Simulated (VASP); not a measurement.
# EuV (Fd-3m) in VASP: single point with PBE

Aim: the single point of EuV with PBE.

Everything below comes from runs of VASP 6.6.1. Logs are shortened: lines on timing, memory, paths and dates and some standing lists are left out, and cuts for length are marked.

### 1 The cell of the first run

The structure is cubic, space group Fd-3m (No. 227). Conventional cell: a = 7.231 Å, b = 7.231 Å, c = 7.231 Å, α = 90.00°, β = 90.00°, γ = 90.00°. Eu (site symmetry -43m) has 4 Eu at 3.13 Å and 10 V at 3.13 to 3.62 Å within 4.1 Å. Within 4.1 Å of V (site symmetry -43m) lie 10 Eu at 3.13 to 3.62 Å and 4 V at 3.13 Å.

### 2 Single point, PBE, collinear spin, antiferromagnetic start

INCAR reads:

```
SYSTEM = EuV
ALGO = Normal ; EDIFF = 1E-6
ENCUT = 520 ; GGA = PE
ISIF = 2 ; ISMEAR = 0
ISPIN = 2 ; LASPH = .TRUE.
LCHARG = .FALSE. ; LMAXMIX = 6
LORBIT = 11 ; LREAL = .FALSE.
LWAVE = .FALSE. ; MAGMOM = -7 7 2 -2
NBANDS = 42 ; NELM = 150
PREC = Accurate ; SIGMA = 0.1
```

KPOINTS reads:

```
k-points
0
G
  4 4 4
  0 0 0
```

POSCAR reads:

```
EuV
1.0
    0.0000000000      3.6153533000      3.6153533000
    3.6153533000      0.0000000000      3.6153533000
    3.6153533000      3.6153533000      0.0000000000
Eu V
2 2
Direct
    0.0000000000      0.0000000000      0.0000000000
    0.2500000000      0.2500000000      0.2500000000
    0.5000000000      0.5000000000      0.5000000000
    0.7500000000      0.7500000000      0.7500000000
```

Potentials or basis: VASP PAW PBE potentials, release 64 (Eu, V_sv).

Command:

```sh
$ cat potpaw_PBE.64/Eu/POTCAR potpaw_PBE.64/V_sv/POTCAR > POTCAR
$ mpirun -np 1 vasp_std > vasp.out
```

OUTCAR:

```text
SYSTEM = EuV
   EDIFF = 1E-6
   ENCUT = 520
   GGA = PE
   ISIF = 2
   ISMEAR = 0
   ISPIN = 2
   LASPH = .TRUE.
   LORBIT = 11
   LREAL = .FALSE.
   NELM = 150
   PREC = Accurate

 ion  position               nearest neighbor table
   1  0.000  0.000  0.000-   4 3.13   4 3.13   4 3.13   2 3.13   4 3.13   2 3.13   2 3.13   2 3.13

   2  0.250  0.250  0.250-   1 3.13   1 3.13   1 3.13   1 3.13   3 3.13   3 3.13   3 3.13   3 3.13

   3  0.500  0.500  0.500-   2 3.13   2 3.13   2 3.13   2 3.13
   4  0.750  0.750  0.750-   1 3.13   1 3.13   1 3.13   1 3.13

  LATTYP: Found a face centered cubic cell.
 ALAT       =     7.2307066000

  Lattice vectors:

 A1 = (   0.0000000000,   3.6153533000,   3.6153533000)
 A2 = (   3.6153533000,   0.0000000000,   3.6153533000)
 A3 = (   3.6153533000,   3.6153533000,   0.0000000000)

Analysis of symmetry for initial positions (statically):
=====================================================================
 Subroutine PRICEL returns:
 Original cell was already a primitive cell.

 Routine SETGRP: Setting up the symmetry group for a
 face centered cubic supercell.

 Subroutine GETGRP returns: Found 48 space group operations
 (whereof 24 operations were pure point group operations)
 out of a pool of 48 trial point group operations.

The static configuration has the point symmetry T_d .
 The point group associated with its full space group is O_h .

Analysis of symmetry for dynamics (positions and initial velocities):
=====================================================================
 Subroutine PRICEL returns:
 Original cell was already a primitive cell.

 Routine SETGRP: Setting up the symmetry group for a
 face centered cubic supercell.

 Subroutine GETGRP returns: Found 48 space group operations
 (whereof 24 operations were pure point group operations)
 out of a pool of 48 trial point group operations.

The dynamic configuration has the point symmetry T_d .
 The point group associated with its full space group is O_h .

Analysis of structural, dynamic, and magnetic symmetry:
=====================================================================
 Subroutine PRICEL returns:
 Original cell was already a primitive cell.

 Routine SETGRP: Setting up the symmetry group for a
 face centered cubic supercell.

 Subroutine GETGRP returns: Found 48 space group operations
 (whereof 24 operations were pure point group operations)
 out of a pool of 48 trial point group operations.

The overall configuration has the point symmetry T_d .
 The point group associated with its full space group is O_h .

 Subroutine INISYM returns: Found 48 space group operations
 (whereof 24 operations are pure point group operations),
 and found     1 'primitive' translations

----------------------------------------------------------------------------------------

                                     Primitive cell

  volume of cell :      94.5110

  direct lattice vectors                    reciprocal lattice vectors
     0.000000000  3.615353300  3.615353300    -0.138299070  0.138299070  0.138299070
     3.615353300  0.000000000  3.615353300     0.138299070 -0.138299070  0.138299070
     3.615353300  3.615353300  0.000000000     0.138299070  0.138299070 -0.138299070

  length of vectors
     5.112881670  5.112881670  5.112881670     0.239541016  0.239541016  0.239541016

  position of ions in fractional coordinates (direct lattice)
     0.000000000  0.000000000  0.000000000
     0.250000000  0.250000000  0.250000000
     0.500000000  0.500000000  0.500000000
     0.750000000  0.750000000  0.750000000

  ion indices of the primitive-cell ions
   primitive index   ion index
                 1           1
                 2           2
                 3           3
                 4           4

----------------------------------------------------------------------------------------

 KPOINTS: k-points

Automatic generation of k-mesh.
 Grid dimensions read from file:
 generate k-points for:    4    4    4

 Generating k-lattice:

  Cartesian coordinates                     Fractional coordinates (reciprocal lattice)
    -0.034574768  0.034574768  0.034574768     0.250000000  0.000000000  0.000000000
     0.034574768 -0.034574768  0.034574768     0.000000000  0.250000000  0.000000000
     0.034574768  0.034574768 -0.034574768     0.000000000  0.000000000  0.250000000

  Length of vectors
     0.059885254  0.059885254  0.059885254

  Shift w.r.t. Gamma in fractional coordinates (k-lattice)
     0.000000000  0.000000000  0.000000000

 Subroutine IBZKPT returns following result:
 ===========================================

 Found      8 irreducible k-points:

 Following reciprocal coordinates:
            Coordinates               Weight
  0.000000  0.000000  0.000000      1.000000
  0.250000  0.000000  0.000000      8.000000
  0.500000  0.000000  0.000000      4.000000
  0.250000  0.250000  0.000000      6.000000
  0.500000  0.250000  0.000000     24.000000
 -0.250000  0.250000  0.000000     12.000000
  0.500000  0.500000  0.000000      3.000000
 -0.250000  0.500000  0.250000      6.000000
   k-points           NKPTS =      8   k-points in BZ     NKDIM =      8   number of bands    NBANDS=     42
   number of dos      NEDOS =    301   number of ions     NIONS =      4
   total plane-waves  NPLWV =  64000
   dimension x,y,z NGX =    40 NGY =   40 NGZ =   40
   dimension x,y,z NGXF=    80 NGYF=   80 NGZF=   80
   ions per type =               2   2
   NGX,Y,Z   is equivalent  to a cutoff of  13.01, 13.01, 13.01 a.u.
   NGXF,Y,Z  is equivalent  to a cutoff of  26.01, 26.01, 26.01 a.u.
 SYSTEM =  EuV
   PREC   = accura    normal or accurate (medium, high low for compatibility)
   ISTART =      0    job   : 0-new  1-cont  2-samecut
   ICHARG =      2    charge: 1-file 2-atom 10-const
   ISPIN  =      2    spin polarized calculation?
   LNONCOLLINEAR =      F non collinear calculations
   LSORBIT =      F    spin-orbit coupling
   LASPH  =      T    aspherical Exc in radial PAW
   ENCUT  =  520.0 eV  38.22 Ry    6.18 a.u.   9.51  9.51  9.51*2*pi/ulx,y,z
   NELM   =    150;   NELMIN=  2; NELMDL= -5     # of ELM steps
   EDIFF  = 0.1E-05   stopping-criterion for ELM
   LREAL  =      F    real-space projection
   EDIFFG = 0.1E-04   stopping-criterion for IOM
   NSW    =      0    number of steps for IOM
   IBRION =     -1    ionic relax: 0-MD 1-quasi-New 2-CG
   NFREE  =      0    steps in history (QN), initial steepest desc. (CG)
   ISIF   =      2    stress and relaxation
   ISYM   =      2    0-nonsym 1-usesym 2-fastsym
   POTIM  = 0.5000    time-step for ionic-motion
   TEBEG  =    0.0;   TEEND  =   0.0 temperature during run
   PSTRESS=    0.0 pullay stress
   NELECT =      60.0000    total number of electrons
   NUPDOWN=      -1.0000    fix difference up-down
   EMIN   =  10.00;   EMAX   =-10.00  energy-range for DOS
   EFERMI =   0.00;   METHOD = LEGACY
   ISMEAR =     0;   SIGMA  =   0.10  broadening in eV -4-tet -1-fermi 0-gaus
   EFERMI_NEDOS =   21; number of points for ismear=-14 and -15
   IALGO  =     38    algorithm
   IMIX   =      4    mixing-type and parameters
     AMIX     =   0.40;   BMIX     =  1.00
     AMIX_MAG =   1.60;   BMIX_MAG =  1.00
  volume/ion in A,a.u.               =      23.63       159.45
  Fermi-wavevector in a.u.,A,eV,Ry     =   1.407012  2.658867 26.935224  1.979683
  Thomas-Fermi vector in A             =   2.529314
   LORBIT       =     11    0 simple, 1 ext, 2 COOP (PROOUT), +10 PAW based schemes
   GGA     = PE    functional components
   LHFCALC =     F    Hartree Fock is set to
   AEXX    =    0.0000 exact exchange contribution
   IVDW    =     0    specifies the selected vdW correction
   LEPSILON=     F    determine dielectric tensor
   LRPA    =     F    only Hartree local field effects (RPA)
 spin polarized calculation
 Gauss-broadening in eV      SIGMA  =   0.10
  energy-cutoff  :      520.00
  volume of cell :       94.51
 maximum number of plane-waves:      2637
 NGX is ok and might be reduce to    40
   NGX = 19   NGY = 19   NGZ = 19

 number of electron      60.0000009 magnetization      -0.0000000

 number of electron      60.0000009 magnetization       0.0000000

 Free energy of the ion-electron system (eV)
  ---------------------------------------------------
  ext. energy  EPLUGINS =         0.00000000
  ---------------------------------------------------
  free energy    TOTEN  =       -38.33431402 eV

  energy without entropy =      -38.30864820  energy(sigma->0) =      -38.32148111

 E-fermi :   4.6109     XC(G=0): -10.7516

 val. band max:        4.5993565573   @ k =  -0.2500   0.2500   0.0000
 cond. band min:       4.6401518541   @ k =  -0.2500   0.5000   0.2500
 fundamental gap:      0.0407952968
 Fermi energy:         4.6108813681

 spin component 1

 k-point     1 :       0.0000    0.0000    0.0000
  band No.  band energies     occupation
      1     -59.9744      1.00000
      2     -57.5865      1.00000
      3     -36.5175      1.00000
      4     -33.8365      1.00000
      5     -33.8365      1.00000
      6     -33.8365      1.00000
[... 34 lines left out ...]
     41       8.8030      0.00000
     42       8.8461      0.00000

 k-point     2 :       0.2500    0.0000    0.0000
  band No.  band energies     occupation
      1     -59.9743      1.00000
      2     -57.5865      1.00000
      3     -36.5155      1.00000
      4     -33.8366      1.00000
      5     -33.8366      1.00000
      6     -33.8363      1.00000
[... 34 lines left out ...]
     41       8.7448      0.00000
     42       8.8503      0.00000

 k-point     3 :       0.5000    0.0000    0.0000
  band No.  band energies     occupation
      1     -59.9743      1.00000
      2     -57.5865      1.00000
      3     -36.5135      1.00000
      4     -33.8367      1.00000
      5     -33.8367      1.00000
      6     -33.8363      1.00000
[... 176 lines left out ...]
      3     -36.5120      1.00000
      4     -33.8369      1.00000
      5     -33.8369      1.00000
      6     -33.8341      1.00000
[... 34 lines left out ...]
     41       8.2558      0.00000
     42       8.6052      0.00000

 k-point     8 :      -0.2500    0.5000    0.2500
  band No.  band energies     occupation
      1     -59.9743      1.00000
      2     -57.5865      1.00000
      3     -36.5121      1.00000
      4     -33.8375      1.00000
      5     -33.8365      1.00000
      6     -33.8345      1.00000
[... 34 lines left out ...]
     41       8.4416      0.00000
     42       8.7604      0.00000
 Fermi energy:         4.6108813681

 spin component 2

 k-point     1 :       0.0000    0.0000    0.0000
  band No.  band energies     occupation
      1     -59.9744      1.00000
      2     -57.5865      1.00000
      3     -36.5175      1.00000
      4     -33.8365      1.00000
      5     -33.8365      1.00000
      6     -33.8365      1.00000
[... 34 lines left out ...]
     41       8.7996      0.00000
     42       8.8305      0.00000

 k-point     2 :       0.2500    0.0000    0.0000
  band No.  band energies     occupation
      1     -59.9743      1.00000
      2     -57.5865      1.00000
      3     -36.5155      1.00000
      4     -33.8366      1.00000
      5     -33.8366      1.00000
      6     -33.8363      1.00000
[... 34 lines left out ...]
     41       8.7447      0.00000
     42       8.8503      0.00000

 k-point     3 :       0.5000    0.0000    0.0000
  band No.  band energies     occupation
      1     -59.9743      1.00000
      2     -57.5865      1.00000
      3     -36.5135      1.00000
      4     -33.8367      1.00000
      5     -33.8367      1.00000
      6     -33.8363      1.00000
[... 177 lines left out ...]
      4     -33.8369      1.00000
      5     -33.8369      1.00000
      6     -33.8341      1.00000
[... 34 lines left out ...]
     41       8.2558      0.00000
     42       8.6315      0.00000

 k-point     8 :      -0.2500    0.5000    0.2500
  band No.  band energies     occupation
      1     -59.9743      1.00000
      2     -57.5865      1.00000
      3     -36.5121      1.00000
      4     -33.8375      1.00000
      5     -33.8365      1.00000
      6     -33.8345      1.00000
[... 34 lines left out ...]
     41       8.4416      0.00000
     42       8.7604      0.00000

------------------------ aborting loop because EDIFF is reached ----------------------------------------

  FORCE on cell =-STRESS in cart. coord.  units (eV):
  Direction    XX          YY          ZZ          XY          YZ          ZX
  --------------------------------------------------------------------------------------
  -------------------------------------------------------------------------------------
  Total       -0.1250066     -0.1250066     -0.1250066      0.0000000      0.0000000      0.0000000
  in kB       -2.1191485     -2.1191485     -2.1191485      0.0000000      0.0000000      0.0000000
  external PRESSURE =      -2.1191485 kB  Pullay stress =       0.0000000 kB

 VOLUME and BASIS-vectors are now :
 -----------------------------------------------------------------------------
  energy-cutoff  :      520.00
  volume of cell :       94.51
      direct lattice vectors                 reciprocal lattice vectors
     0.000000000  3.615353300  3.615353300    -0.138299070  0.138299070  0.138299070
     3.615353300  0.000000000  3.615353300     0.138299070 -0.138299070  0.138299070
     3.615353300  3.615353300  0.000000000     0.138299070  0.138299070 -0.138299070

 POSITION                                       TOTAL-FORCE (eV/Angst)
 -----------------------------------------------------------------------------------
      0.00000      0.00000      0.00000        -0.000000      0.000000     -0.000000
      1.80768      1.80768      1.80768         0.000000     -0.000000      0.000000
      3.61535      3.61535      3.61535         0.000000     -0.000000      0.000000
      5.42303      5.42303      5.42303         0.000000      0.000000      0.000000
 -----------------------------------------------------------------------------------
    total drift:                               -0.000000      0.000000      0.000000

  FREE ENERGIE OF THE ION-ELECTRON SYSTEM (eV)
  ---------------------------------------------------
  free  energy   TOTEN  =       -38.3343140211 eV

  energy  without entropy=      -38.3086482025  energy(sigma->0) =      -38.32148111

 total charge

# of ion       s       p       d       f       tot
--------------------------------------------------
    1        2.089   5.686   0.583   6.493  14.851
    2        2.089   5.686   0.583   6.493  14.851
    3        2.279   6.080   2.988   0.000  11.347
    4        2.279   6.080   2.988   0.000  11.347
--------------------------------------------------
tot          8.737  23.531   7.141  12.987  52.396

 magnetization (x)

# of ion       s       p       d       f       tot
--------------------------------------------------
    1       -0.008   0.094  -0.182  -6.450  -6.546
    2        0.008  -0.094   0.182   6.450   6.546
    3        0.059   0.028   2.414   0.000   2.502
    4       -0.059  -0.028  -2.414   0.000  -2.502
--------------------------------------------------
tot         -0.000   0.000  -0.000   0.000  -0.000
```

It took 6.1 min on 1 thread of Intel Xeon Platinum 8259CL at 2.50GHz (Skylake/Cascade Lake), shared host; peak memory 0.32 GiB.

Results:

```
Free energy                                           : -38.3343 eV
Pressure                                              : -0.2 GPa
Band gap on the k mesh                                : zero (filled and empty bands overlap)
Net moment                                            : 0.00 μB per cell
Site moments                                          : Eu -6.55, +6.55; V +2.50, -2.50 μB
Valence electrons inside the program's atomic spheres : Eu 14.85; V 11.35
```

Caveat: the k points lie up to 0.38 Å⁻¹ apart; spin-orbit coupling is left out, which moves the levels of the heavy elements; without U or exact exchange the open f shell lies at the Fermi level, which spoils levels, moments and volumes.
